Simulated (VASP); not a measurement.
Runs of VASP 6.6.1 on HfAl2N3. The structure is that of space group P6_3/mmc (No. 194), or close to it. The cells are those of the table. 

| task | cell | k mesh | cutoff (eV) | gap on the mesh (eV) | pressure (GPa) | relaxed volume (Å³/atom) | largest force (eV/Å) |
| --- | --- | --- | --- | --- | --- | --- | --- |
| single point | a = 2.966, b = 2.966, c = 15.771 Å, angles 90.0, 90.0, 120.0°, 12 atoms | 6 × 6 × 1 | 520 | none | (a) | - | 0.10 |
| single point | a = 3.314, b = 3.314, c = 17.185 Å, angles 90.0, 90.0, 120.0°, 12 atoms | 6 × 6 × 1 | 520 | none | -34.7 | - | 0.51 |
| relaxation of cell and atoms | relaxed from a = 2.966, b = 2.966, c = 15.771 Å, angles 90.0, 90.0, 120.0°, 12 atoms | 12 × 12 × 4 | 600 | none | 0.0 | 9.97 | 0.01 |
| relaxation of cell and atoms | relaxed from a = 3.314, b = 3.314, c = 17.185 Å, angles 90.0, 90.0, 120.0°, 12 atoms | 6 × 6 × 1 | 600 | none | 0.1 | 9.97 | 0.04 |

Alike in all rows: level PBE; potentials or basis VASP PAW PBE potentials, release 64 (Hf_pv, Al, N); no spin polarisation; smearing gaussian 0.1 eV.

Task: Fill in the values left out.

Result: (a) -1.0.

Caveats: some runs use coarse meshes; spin-orbit coupling is left out, which moves the levels of the heavy elements; the volume moved by over 15 % at a fixed basis, so the end points are rough (some runs).

A k mesh can miss the band edges, and the runs leave out spin-orbit coupling on Hf.

A gap of «none» marks levels without a gap at the run's occupations.
